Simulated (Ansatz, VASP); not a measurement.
# Ge in VASP and in Ansatz

The input INCAR:

```
SYSTEM = Ge
ALGO = Normal ; EDIFF = 1E-7
ENCUT = 520 ; GGA = PS
ISIF = 2 ; ISMEAR = 0
LASPH = .TRUE. ; LCHARG = .TRUE.
LELF = .TRUE. ; LREAL = .FALSE.
LVHAR = .TRUE. ; LWAVE = .FALSE.
NBANDS = 21 ; NELM = 60
PREC = Accurate ; SIGMA = 0.15
```

Contents of KPOINTS:

```
k-points
0
G
  20 20 20
  0 0 0
```

The input POSCAR:

```
Ge
1.0
   -2.6131070648      2.6131070648      1.3974126432
    2.6131070648     -2.6131070648      1.3974126432
    2.6131070648      2.6131070648     -1.3974126432
Ge
2
Direct
    0.2500000000      0.7500000000      0.5000000000
    0.5000000000      0.5000000000      0.0000000000
```

Input for Ansatz:

```yaml
crystal:
  lattice:
    - [-2.6131070648, 2.6131070648, 1.3974126432]
    - [2.6131070648, -2.6131070648, 1.3974126432]
    - [2.6131070648, 2.6131070648, -1.3974126432]
  atoms:
    - { symbol: Ge, position: [0.25, 0.75, 0.5] }
    - { symbol: Ge, position: [0.5, 0.5, 0.0] }
basis:
  ecutwfc: 420
kpoints:
  mp_grid: { grid: [20, 20, 20] }
hamiltonian:
  xc: pbesol
scf:
  occupations: { method: gaussian, width: 0.15 }
output:
  forces: true
  stress: true
  eigenvalues: true
```

Change from the starting cell: strain +0.015 along x and y, +0.000 along z, atoms carried along.

Alike in both runs: task single point; functional PBEsol; k mesh 20 × 20 × 20; occupations gaussian, width 0.15 eV; no spin polarisation.

|  | VASP | Ansatz |
| --- | --- | --- |
| version | VASP 6.6.1 | Ansatz 0.2.0 |
| potentials or method | VASP PAW PBE potentials, release 64 (Ge_d), cutoff 520 eV | scalar-relativistic, plane waves, PAW |
| valence electrons in the cell | 28 | 28 |

|  | VASP | Ansatz | Ansatz less VASP |
| --- | --- | --- | --- |
| gap on the k mesh at the Fermi level (eV) | none | none | - |
| pressure (GPa) | -2.8 | -2.8 | -0.01 |
| traceless stress, the component that is largest in VASP (GPa) | 1.16 | 1.14 | -0.015 |

VASP's potentials were made for PBE, not for PBEsol. A gap of «none» marks a metal or a gap that the smearing closes. The functional is the same, so the differences come from potentials, cutoffs and numerics.
